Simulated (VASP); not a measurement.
# Si (a cell with a defect) in VASP: notebook, part 2 of 2

VASP 6.6.1. Earlier steps stand in the parts before.

### 3 Single point, LDA, collinear spin

INCAR reads:

```
SYSTEM = Si
PREC     = Accurate       ! precision mode
ENCUT    = 520            ! plane-wave cutoff, eV
EDIFF    = 1E-7           ! SCF threshold, eV
ISMEAR   = 0              ! smearing method
SIGMA    = 0.02           ! smearing width, eV
LREAL    = Auto         
LASPH    = .True.         ! aspherical terms in the spheres
NELM     = 150            ! most SCF steps
ALGO     = Normal         ! electronic algorithm
ISIF     = 2              ! what is computed and relaxed
LWAVE    = .False.        ! write WAVECAR
LCHARG   = .True.         ! write CHGCAR
ISPIN    = 2              ! spin polarisation
MAGMOM   = 0 0 0 0 0 0 0 0 0 1 0 0 0 0 0 0 0 0 0 0 0 0 0 0 0 0 0 0 0 0 0 0 0 0 0 0 0 0 0 0 0 0 0 0 0 0 0 0 0 0 0 0 0 0 0 0 0 0 0 0 0 0 0 ! initial moments
LORBIT   = 11             ! projections on sites
LELF     = .True.         ! ELF
LVHAR    = .True.       
NELECT   = 251.0        
NBANDS   = 167            ! bands
```

KPOINTS reads:

```
Automatic mesh
0
Gamma
  1 1 1
  0 0 0
```

POSCAR reads:

```
Si
1.0
   10.8600000000      0.0000000000      0.0000000000
    0.0000000000     10.8600000000      0.0000000000
    0.0000000000      0.0000000000     10.8600000000
Si
63
Direct
    0.4997423333     -0.0014992524     -0.0000331854
    0.6240218353      0.1256305742      0.1230287407
    0.7511503314      0.2499745771      0.0000238496
    0.8752562704      0.3749788241      0.1258123208
    0.7492924461      0.0004257235      0.2486704124
    0.8760129697      0.1241002127      0.3759815879
    0.0000267210     -0.0013971426     -0.0002417010
    0.1250318758      0.1241061906      0.1247471282
    0.2490010979      0.2512200628      0.0013898056
    0.3772373511      0.3724690839      0.1252017344
    0.4985239323      0.5006528013      0.0013588727
    0.6255448155      0.6246645786      0.1247483864
    0.7510454778      0.7496784884     -0.0002261116
    0.8753521911      0.8743114754      0.1247953830
    0.2500446697     -0.0005231778      0.2498042884
    0.3754190792      0.1226326703      0.3751593566
    0.4992676258      0.2504431851      0.2530692593
    0.6271105026      0.3742517228      0.3751672769
    0.7502194145      0.4996493409      0.2497919216
    0.8752425698      0.6236350630      0.3744613350
    0.5001880420     -0.0018974282      0.4999455368
    0.6250088935      0.1246154942      0.6247736218
    0.7515391039      0.2494721589      0.5000033511
    0.8760257142      0.3734346028      0.6253893145
    0.7498777341     -0.0001515335      0.7495858615
    0.8753059307      0.1236186112      0.8751103169
    0.0000596426      0.4979491398     -0.0002170157
    0.1223548745      0.6273318728      0.1219251947
    0.2517047484      0.7496334450     -0.0001422754
    0.3747221249      0.8744585627      0.1258120908
    0.0016349440      0.2511327434      0.2487708884
    0.1253062152      0.3723179581      0.3771099897
    0.3772116869      0.6241876663      0.3769353945
    0.4985100727      0.7480284202      0.2487924746
    0.6256004047      0.8736817883      0.3759307140
    0.0002343389     -0.0015320269      0.4994407040
    0.1233162720      0.1255999302      0.6237337410
    0.2533040786      0.2504290203      0.4990541099
    0.3754444008      0.3742849921      0.6267966386
    0.4992903217      0.4963826753      0.4990006707
    0.6240484346      0.6263608798      0.6237149180
    0.7511619229      0.7494779246      0.4994482534
    0.8753301985      0.8743455140      0.6257979246
    0.2489315256      0.0004727649      0.7489683086
    0.3762332852      0.1241318617      0.8757938554
    0.5002158607      0.2494651974      0.7512832905
    0.6256077154      0.3734390239      0.8757424659
    0.7492340061      0.5008009271      0.7490081396
    0.8752974181      0.6246758148      0.8750341584
    0.0001760385      0.7495010279      0.2514541288
    0.1260728051      0.8744025613      0.3744298599
    0.0015956505      0.5006227949      0.4983077405
    0.1250411618      0.6246439255      0.6253071913
    0.2490553053      0.7480539829      0.4982776695
    0.3762520385      0.8736171658      0.6253554439
    0.0002527336      0.2498667491      0.7509018975
    0.1260183238      0.3749534996      0.8749357000
    0.2500738926      0.4996452540      0.7499846276
    0.3747193709      0.6236935530      0.8749925411
    0.4998006010      0.7494112950      0.7508952338
    0.6261068949      0.8743682412      0.8750265448
    0.0000575189      0.7496798835      0.7507818277
    0.1250715431      0.8744148630      0.8750054952
```

Potentials or basis: VASP PAW LDA potentials, release 64 (Si).

Started as:

```
$ cat potpaw_LDA.64/Si/POTCAR > POTCAR
$ mpirun -np 1 vasp_gam > vasp.out
```

Run time: 9.9 min. Hardware: 1 thread of AMD EPYC 7R13 (Zen 3), shared host; peak memory 0.85 GiB.

The run converged. Its results:

* Free energy: -371.4696 eV
* Largest force: 0.011 eV/Å
* Net moment: 1.00 μB per cell
* Site moments: Si +0.00, +0.01, -0.00, +0.10, +0.02 (each value once) μB
* Valence electrons inside the program's atomic spheres: Si 1.71, 1.70, 1.65, 1.66 (each value once)

Forces on the atoms (eV/Å):
```
Si  -0.001  0.001  0.000
Si  -0.004  0.004  0.001
Si   0.002  0.000 -0.001
Si  -0.002 -0.001 -0.002
Si   0.000  0.000  0.004
Si  -0.001 -0.001  0.000
Si   0.000  0.002  0.001
Si  -0.001 -0.001  0.000
Si   0.001 -0.004  0.000
Si  -0.004  0.005  0.000
Si   0.002  0.000 -0.002
Si   0.000  0.002  0.002
Si   0.000 -0.001  0.000
Si   0.000  0.003 -0.003
Si   0.002 -0.003 -0.003
Si   0.000  0.000  0.003
Si   0.001 -0.002  0.001
Si  -0.002  0.001  0.002
Si   0.002 -0.004 -0.002
Si   0.000 -0.001  0.001
Si   0.000  0.005  0.000
Si  -0.001  0.005  0.000
Si  -0.002 -0.001 -0.001
Si  -0.002 -0.001  0.000
Si  -0.001 -0.003 -0.003
Si   0.000 -0.002 -0.001
Si   0.005 -0.001  0.004
Si  -0.003 -0.002  0.006
Si   0.005 -0.002  0.000
Si  -0.001 -0.002  0.001
Si  -0.003 -0.002 -0.002
Si   0.003  0.008 -0.006
Si  -0.006  0.000 -0.003
Si   0.003  0.003 -0.001
Si  -0.001 -0.002 -0.001
Si   0.000  0.003  0.000
Si  -0.005  0.004 -0.004
Si   0.007 -0.004 -0.002
Si   0.000 -0.001  0.004
Si   0.001 -0.007 -0.001
Si  -0.003  0.002 -0.001
Si   0.001 -0.002  0.001
Si   0.001  0.000  0.001
Si   0.011 -0.001  0.003
Si  -0.003  0.000 -0.002
Si  -0.001  0.001 -0.001
Si  -0.001  0.002  0.002
Si   0.003 -0.006 -0.001
Si  -0.002  0.009  0.001
Si   0.003 -0.004  0.000
Si   0.001  0.000  0.000
Si  -0.002  0.004  0.003
Si  -0.001  0.004 -0.004
Si   0.001 -0.002  0.000
Si  -0.002  0.001  0.000
Si   0.002  0.002  0.002
Si   0.002  0.000  0.000
Si   0.002 -0.005 -0.002
Si   0.002 -0.003  0.000
Si  -0.002  0.002  0.002
Si   0.001 -0.001  0.001
Si   0.000 -0.004  0.003
Si  -0.007  0.001  0.002
```

Levels at points of the mesh, in eV from the Fermi level:
Spin up:
| k point | band 123 | band 124 | band 125 | band 126 | band 127 | band 128 | band 129 | band 130 |
| --- | --- | --- | --- | --- | --- | --- | --- | --- |
| (0.00, 0.00, 0.00) | -0.85 | -0.85 | -0.84 | -0.02 | 0.02 | 0.02 | 0.12 | 0.12 |
Spin down:
| k point | band 122 | band 123 | band 124 | band 125 | band 126 | band 127 | band 128 | band 129 |
| --- | --- | --- | --- | --- | --- | --- | --- | --- |
| (0.00, 0.00, 0.00) | -1.71 | -0.83 | -0.83 | -0.81 | 0.05 | 0.05 | 0.07 | 0.13 |

Caveat: the k points lie up to 0.58 Å⁻¹ apart; the cell carries a net charge on a neutralising background, which shifts energy and pressure; the cell is charged against a uniform background, so pressure and absolute levels hang on convention.
